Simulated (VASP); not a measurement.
C, 2 atoms in the cell. The structure is cubic, space group Fd-3m (No. 227). Conventional cell: a = 3.572 Å, b = 3.572 Å, c = 3.572 Å, α = 90.00°, β = 90.00°, γ = 90.00°. Within 2.1 Å of C (site symmetry -43m) lie 4 C at 1.55 Å. 

* Program: VASP 6.6.1
* Task: single point
* Functional: PBE
* Potentials or basis: VASP PAW PBE potentials, release 64 (C)
* Cutoff: 600 eV
* k mesh: 14 × 14 × 14
* Occupations: fermi-dirac, width 0.02 eV
* Spin: no spin polarisation
* Dipole correction: no
* Further INCAR settings: ALGO = Normal; EDIFF = 1e-06; NBANDS = 11

Potentials or basis: VASP PAW PBE potentials, release 64 (C).

Launch:

```sh
$ cat potpaw_PBE.64/C/POTCAR > POTCAR
$ mpirun -np 1 vasp_std > vasp.out
```

Hardware: 1 thread of Intel(R) Xeon(R) Platinum 8375C CPU @ 2.90GHz (Ice Lake), on a shared host.

Problem. Estimate the wall time of this run.

Solution. Wall time 12 s on 1 thread of Intel(R) Xeon(R) Platinum 8375C CPU @ 2.90GHz (Ice Lake), on a shared host, peak memory 0.12 GiB. Counts: scf iterations 11, k points 104.
